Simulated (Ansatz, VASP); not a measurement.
## Two plane-wave programs on CsCl

INCAR

```
PREC = Accurate
ENCUT = 500
EDIFF = 1E-6
ISMEAR = -1
SIGMA = 0.02
LREAL = False
LASPH = True
NELM = 120
ALGO = Normal
ISIF = 2
LWAVE = False
LCHARG = False
GGA = PE
NBANDS = 15
GGA_COMPAT = False
```

Contents of KPOINTS:

```
Automatic mesh
0
Gamma
  6 6 6
```

File POSCAR:

```
CsCl
1.0
    3.8940003918      0.0000000000      0.0000000000
    0.0000000000      3.8940003918      0.0000000000
    0.0000000000      0.0000000000      3.8940003918
Cs Cl
1 1
Direct
    0.0000000000      0.0000000000      0.0000000000
    0.5000000000      0.5000000000      0.5000000000
```

Input for Ansatz:

```yaml
crystal:
  lattice:
    - [3.8940003918, 0.0, 0.0]
    - [0.0, 3.8940003918, 0.0]
    - [0.0, 0.0, 3.8940003918]
  atoms:
    - { symbol: Cs, position: [0.0, 0.0, 0.0] }
    - { symbol: Cl, position: [0.5, 0.5, 0.5] }
kpoints:
  mp_grid: { grid: [6, 6, 6] }
  band_path:
    path: [[0.0, 0.0, 0.0], [0.0, 0.5, 0.0], [0.5, 0.5, 0.0], [0.5, 0.5, 0.5]]
    npoints: 1
hamiltonian:
  xc: pbe
scf:
  occupations: { method: fermi_dirac, width: 0.02 }
  n_extra_bands: 4
output:
  forces: true
  stress: true
  eigenvalues: true
  write_density: true
  write_potential: true
  elf: true
  volumetric_format: npy
```

Change from the starting cell: hydrostatic strain -5.9%.

Alike in both runs: task single point; functional PBE; k mesh 6 × 6 × 6; occupations fermi-dirac, width 0.02 eV; no spin polarisation.

|  | VASP | Ansatz |
| --- | --- | --- |
| version | VASP 6.6.1 | Ansatz 0.2.0 |
| potentials or method | VASP PAW PBE potentials, release 64 (Cs_sv, Cl) | plane waves, PAW |
| plane-wave cutoff (eV) | 500 | 420 |
| valence electrons in the cell | 16 | 16 |

|  | VASP | Ansatz | Ansatz less VASP |
| --- | --- | --- | --- |
| gap on the k mesh at the Fermi level (eV) | 5.13 | 5.15 | +0.015 |
| pressure (GPa) | 6.1 | 6.0 | -0.10 |

Neither program's run includes spin-orbit coupling.
